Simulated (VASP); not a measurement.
Here is a VASP 6.6.1 calculation.

Contents of INCAR:

```
  PREC = Accurate
  ENCUT = 520
  EDIFF = 1E-6
  ISMEAR = 0
  SIGMA = 0.1
  LREAL = False
  LASPH = True
  NELM = 150
  ALGO = Normal
  ISIF = 2
  LWAVE = False
  LCHARG = False
  ISPIN = 2
  MAGMOM = 1 0 0 0 0 0 0
  LORBIT = 11
  LMAXMIX = 4
  GGA = PE
  NBANDS = 28
```

File KPOINTS:

```
Automatic mesh
0
Gamma
  4 4 4
```

Contents of POSCAR:

```
TiB6
1.0
   -2.9641086614      2.9641086614      2.9641086614
    2.9641086614     -2.9641086614      2.9641086614
    2.9641086614      2.9641086614     -2.9641086614
Ti B
1 6
Direct
    0.0000000000      0.0000000000      0.0000000000
    0.6363773736      0.6363773736      0.0000000000
    0.3636226264      0.3636226264      0.0000000000
    0.0000000000      0.3636226264      0.3636226264
    0.0000000000      0.6363773736      0.6363773736
    0.6363773736      0.0000000000      0.6363773736
    0.3636226264      0.0000000000      0.3636226264
```

Potentials or basis: VASP PAW PBE potentials, release 64 (Ti_sv, B).

The run is started by

```sh
$ cat potpaw_PBE.64/Ti_sv/POTCAR potpaw_PBE.64/B/POTCAR > POTCAR
$ mpirun -np 1 vasp_std > vasp.out
```

(1) Predict the net moment.

(2) Estimate the largest force.

(3) Predict the pressure.

(4) What does it give for the band gap on the k mesh?

Results:

(1) 0.00 μB per cell.

(2) 0.028 eV/Å.

(3) 0.2 GPa.

(4) zero (filled and empty bands overlap).

Caveat: the k points lie up to 0.37 Å⁻¹ apart.
